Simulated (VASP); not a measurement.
# LiBr (rocksalt type) (Fm-3m) in VASP: notebook

The runs below take LiBr (rocksalt type) through single point, with PBE, PBEsol.

Everything below comes from runs of VASP 6.6.1. Logs are shortened: lines on timing, memory, paths and dates and some standing lists are left out, and cuts for length are marked.

### 1 The cell of the first run

It takes space group Fm-3m (No. 225, cubic). Conventional cell: a = 4.373 Å, b = 4.373 Å, c = 4.373 Å, α = 90.00°, β = 90.00°, γ = 90.00°. Within 2.9 Å of Li (site symmetry m-3m) lie 6 Br at 2.19 Å. Br (site symmetry m-3m) has 6 Li at 2.19 Å within 2.9 Å.

### 2 Single point, PBE (volume scaled by 0.5)

File INCAR:

```
  ALGO = Normal
  EDIFF = 1E-6
  ENCUT = 750
  GGA = PE
  GGA_COMPAT = False
  ISIF = 2
  ISMEAR = -1
  LASPH = True
  LCHARG = True
  LELF = True
  LREAL = False
  LVHAR = True
  LWAVE = False
  NBANDS = 12
  NELM = 120
  PREC = Accurate
  SIGMA = 0.05
```

File KPOINTS:

```
k-points
0
Gamma
  13 13 13
```

File POSCAR:

```
LiBr
1.0
    0.0000000000      2.1864798648      2.1864798648
    2.1864798648      0.0000000000      2.1864798648
    2.1864798648      2.1864798648      0.0000000000
Li Br
1 1
Direct
    0.0000000000      0.0000000000      0.0000000000
    0.5000000000      0.5000000000      0.5000000000
```

Potentials or basis: VASP PAW PBE potentials, release 64 (Li_sv, Br).

The run is started by

```sh
cat potpaw_PBE.64/Li_sv/POTCAR potpaw_PBE.64/Br/POTCAR > POTCAR
mpirun -np 1 vasp_std > vasp.out
```

OUTCAR:

```text
EDIFF = 1E-6
   ENCUT = 750
   GGA = PE
   ISIF = 2
   ISMEAR = -1
   LASPH = True
   LREAL = False
   NELM = 120
   PREC = Accurate

 ion  position               nearest neighbor table
   1  0.000  0.000  0.000-   2 2.19   2 2.19   2 2.19   2 2.19   2 2.19   2 2.19
   2  0.500  0.500  0.500-   1 2.19   1 2.19   1 2.19   1 2.19   1 2.19   1 2.19

  LATTYP: Found a face centered cubic cell.
 ALAT       =     4.3729597296

  Lattice vectors:

 A1 = (   0.0000000000,   2.1864798648,   2.1864798648)
 A2 = (   2.1864798648,   0.0000000000,   2.1864798648)
 A3 = (   2.1864798648,   2.1864798648,   0.0000000000)

Analysis of symmetry for initial positions (statically):
=====================================================================
 Subroutine PRICEL returns:
 Original cell was already a primitive cell.

 Routine SETGRP: Setting up the symmetry group for a
 face centered cubic supercell.

 Subroutine GETGRP returns: Found 48 space group operations
 (whereof 48 operations were pure point group operations)
 out of a pool of 48 trial point group operations.

The static configuration has the point symmetry O_h .

Analysis of symmetry for dynamics (positions and initial velocities):
=====================================================================
 Subroutine PRICEL returns:
 Original cell was already a primitive cell.

 Routine SETGRP: Setting up the symmetry group for a
 face centered cubic supercell.

 Subroutine GETGRP returns: Found 48 space group operations
 (whereof 48 operations were pure point group operations)
 out of a pool of 48 trial point group operations.

The dynamic configuration has the point symmetry O_h .

 Subroutine INISYM returns: Found 48 space group operations
 (whereof 48 operations are pure point group operations),
 and found     1 'primitive' translations

----------------------------------------------------------------------------------------

                                     Primitive cell

  volume of cell :      20.9058

  direct lattice vectors                    reciprocal lattice vectors
     0.000000000  2.186479865  2.186479865    -0.228678072  0.228678072  0.228678072
     2.186479865  0.000000000  2.186479865     0.228678072 -0.228678072  0.228678072
     2.186479865  2.186479865  0.000000000     0.228678072  0.228678072 -0.228678072

  length of vectors
     3.092149479  3.092149479  3.092149479     0.396082039  0.396082039  0.396082039

  position of ions in fractional coordinates (direct lattice)
     0.000000000  0.000000000  0.000000000
     0.500000000  0.500000000  0.500000000

  ion indices of the primitive-cell ions
   primitive index   ion index
                 1           1
                 2           2

----------------------------------------------------------------------------------------

 KPOINTS: k-points

Automatic generation of k-mesh.
 Grid dimensions read from file:
 generate k-points for:   13   13   13

 Generating k-lattice:

  Cartesian coordinates                     Fractional coordinates (reciprocal lattice)
    -0.017590621  0.017590621  0.017590621     0.076923077  0.000000000  0.000000000
     0.017590621 -0.017590621  0.017590621     0.000000000  0.076923077  0.000000000
     0.017590621  0.017590621 -0.017590621     0.000000000  0.000000000  0.076923077

  Length of vectors
     0.030467849  0.030467849  0.030467849

  Shift w.r.t. Gamma in fractional coordinates (k-lattice)
     0.000000000  0.000000000  0.000000000

 Subroutine IBZKPT returns following result:
 ===========================================

 Found     84 irreducible k-points:

 Following reciprocal coordinates:
            Coordinates               Weight
  0.000000  0.000000  0.000000      1.000000
  0.076923  0.000000  0.000000      8.000000
  0.153846  0.000000  0.000000      8.000000
  0.230769  0.000000  0.000000      8.000000
  0.307692  0.000000  0.000000      8.000000
  0.384615  0.000000  0.000000      8.000000
[... 16 lines left out ...]
  0.384615  0.153846  0.000000     24.000000
  0.461538  0.153846  0.000000     24.000000
 [... further k-points ...]
   k-points           NKPTS =     84   k-points in BZ     NKDIM =     84   number of bands    NBANDS=     12
   number of dos      NEDOS =    301   number of ions     NIONS =      2
   total plane-waves  NPLWV =  21952
   dimension x,y,z NGX =    28 NGY =   28 NGZ =   28
   dimension x,y,z NGXF=    56 NGYF=   56 NGZF=   56
   ions per type =               1   1
   NGX,Y,Z   is equivalent  to a cutoff of  15.05, 15.05, 15.05 a.u.
   NGXF,Y,Z  is equivalent  to a cutoff of  30.11, 30.11, 30.11 a.u.
 SYSTEM =  unknown system
   PREC   = accura    normal or accurate (medium, high low for compatibility)
   ISTART =      0    job   : 0-new  1-cont  2-samecut
   ICHARG =      2    charge: 1-file 2-atom 10-const
   ISPIN  =      1    spin polarized calculation?
   LNONCOLLINEAR =      F non collinear calculations
   LSORBIT =      F    spin-orbit coupling
   LASPH  =      T    aspherical Exc in radial PAW
   ENCUT  =  750.0 eV  55.12 Ry    7.42 a.u.   6.90  6.90  6.90*2*pi/ulx,y,z
   NELM   =    120;   NELMIN=  2; NELMDL= -5     # of ELM steps
   EDIFF  = 0.1E-05   stopping-criterion for ELM
   LREAL  =      F    real-space projection
   EDIFFG = 0.1E-04   stopping-criterion for IOM
   NSW    =      0    number of steps for IOM
   IBRION =     -1    ionic relax: 0-MD 1-quasi-New 2-CG
   NFREE  =      0    steps in history (QN), initial steepest desc. (CG)
   ISIF   =      2    stress and relaxation
   ISYM   =      2    0-nonsym 1-usesym 2-fastsym
   POTIM  = 0.5000    time-step for ionic-motion
   TEBEG  =    0.0;   TEEND  =   0.0 temperature during run
   PSTRESS=    0.0 pullay stress
   NELECT =      10.0000    total number of electrons
   NUPDOWN=      -1.0000    fix difference up-down
   EMIN   =  10.00;   EMAX   =-10.00  energy-range for DOS
   EFERMI =   0.00;   METHOD = LEGACY
   ISMEAR =    -1;   SIGMA  =   0.05  broadening in eV -4-tet -1-fermi 0-gaus
   EFERMI_NEDOS =   21; number of points for ismear=-14 and -15
   IALGO  =     38    algorithm
   IMIX   =      4    mixing-type and parameters
     AMIX     =   0.40;   BMIX     =  1.00
     AMIX_MAG =   1.60;   BMIX_MAG =  1.00
  volume/ion in A,a.u.               =      10.45        70.54
  Fermi-wavevector in a.u.,A,eV,Ry     =   1.280322  2.419459 22.303017  1.639225
  Thomas-Fermi vector in A             =   2.412757
   LORBIT       =      0    0 simple, 1 ext, 2 COOP (PROOUT), +10 PAW based schemes
   GGA     = PE    functional components
   LHFCALC =     F    Hartree Fock is set to
   AEXX    =    0.0000 exact exchange contribution
   IVDW    =     0    specifies the selected vdW correction
   LEPSILON=     F    determine dielectric tensor
   LRPA    =     F    only Hartree local field effects (RPA)
 non-spin polarized calculation
  energy-cutoff  :      750.00
  volume of cell :       20.91
 maximum number of plane-waves:       987
   NGX = 13   NGY = 13   NGZ = 13

 number of electron      10.0000000 magnetization

 number of electron       9.9999998 magnetization

 Free energy of the ion-electron system (eV)
  ---------------------------------------------------
  ext. energy  EPLUGINS =         0.00000000
  ---------------------------------------------------
  free energy    TOTEN  =        -3.80317098 eV

  energy without entropy =       -3.80317098  energy(sigma->0) =       -3.80317098

 E-fermi :   8.9693     XC(G=0): -11.5854

 val. band max:        7.7944814998   @ k =  -0.0769   0.0769   0.0000
 cond. band min:      12.3919066620   @ k =   0.4615   0.4615   0.0000
 fundamental gap:      4.5974251623
 Fermi energy:         8.9692603482

 k-point     1 :       0.0000    0.0000    0.0000
  band No.  band energies     occupation
      1     -37.3560      2.00000
      2      -9.9176      2.00000
      3       7.7442      2.00000
      4       7.7442      2.00000
      5       7.7442      2.00000
      6      18.0082      0.00000
      7      18.0082      0.00000
      8      18.0082      0.00000
      9      18.2313      0.00000
     10      22.4520      0.00000
     11      22.5646      0.00000
     12      22.5646      0.00000

 k-point     2 :       0.0769    0.0000    0.0000
  band No.  band energies     occupation
      1     -37.3539      2.00000
      2      -9.8375      2.00000
      3       7.1639      2.00000
      4       7.6834      2.00000
      5       7.6834      2.00000
      6      17.3984      0.00000
      7      18.1879      0.00000
      8      18.1879      0.00000
      9      18.6597      0.00000
     10      20.8247      0.00000
     11      20.8247      0.00000
     12      22.8081      0.00000

 k-point     3 :       0.1538    0.0000    0.0000
  band No.  band energies     occupation
      1     -37.3483      2.00000
      2      -9.6037      2.00000
      3       5.7695      2.00000
      4       7.5272      2.00000
      5       7.5272      2.00000
      6      16.2538      0.00000
      7      18.1293      0.00000
      8      18.1293      0.00000
      9      19.7547      0.00000
     10      20.0053      0.00000
     11      20.0053      0.00000
     12      23.5971      0.00000
[... 286 lines left out ...]
 k-point    23 :       0.3846    0.1538    0.0000
  band No.  band energies     occupation
      1     -37.3252      2.00000
      2      -8.3455      2.00000
      3       2.1404      2.00000
      4       5.7137      2.00000
      5       5.9813      2.00000
      6      14.7772      0.00000
      7      16.2709      0.00000
      8      17.9204      0.00000
      9      19.2997      0.00000
     10      25.9640      0.00000
     11      26.1048      0.00000
     12      26.6464      0.00000

 k-point    24 :       0.4615    0.1538    0.0000
  band No.  band energies     occupation
      1     -37.3198      2.00000
      2      -7.9437      2.00000
      3       1.1232      2.00000
      4       5.2506      2.00000
      5       6.0456      2.00000
      6      14.4563      0.00000
      7      16.4238      0.00000
      8      17.0411      0.00000
      9      20.7397      0.00000
     10      26.6462      0.00000
     11      27.6506      0.00000
     12      28.4926      0.00000

 [... further k-points ...]
[... 5 lines left out ...]
  --------------------------------------------------------------------------------------
  -------------------------------------------------------------------------------------
  Total       10.5221314     10.5221314     10.5221314     -0.0000000      0.0000000     -0.0000000
  in kB      806.3950611    806.3950611    806.3950611     -0.0000000      0.0000000     -0.0000000
  external PRESSURE =     806.3950611 kB  Pullay stress =       0.0000000 kB

 VOLUME and BASIS-vectors are now :
 -----------------------------------------------------------------------------
  energy-cutoff  :      750.00
  volume of cell :       20.91
      direct lattice vectors                 reciprocal lattice vectors
     0.000000000  2.186479865  2.186479865    -0.228678072  0.228678072  0.228678072
     2.186479865  0.000000000  2.186479865     0.228678072 -0.228678072  0.228678072
     2.186479865  2.186479865  0.000000000     0.228678072  0.228678072 -0.228678072

 POSITION                                       TOTAL-FORCE (eV/Angst)
 -----------------------------------------------------------------------------------
      0.00000      0.00000      0.00000        -0.000000     -0.000000      0.000000
      2.18648      2.18648      2.18648         0.000000      0.000000      0.000000
 -----------------------------------------------------------------------------------
    total drift:                                0.000000      0.000000      0.000000

  FREE ENERGIE OF THE ION-ELECTRON SYSTEM (eV)
  ---------------------------------------------------
  free  energy   TOTEN  =        -3.8031709832 eV

  energy  without entropy=       -3.8031709832  energy(sigma->0) =       -3.80317098
```

It took 32 s on 1 thread of AMD EPYC 7R43 (Zen 3), shared host; peak memory 0.15 GiB.

What came out:

```
Free energy            : -3.8032 eV
Pressure               : 80.6 GPa
Band gap on the k mesh : 4.60 eV, indirect (least direct gap 6.61 eV)
```

(Continued in part 2 of 2.)
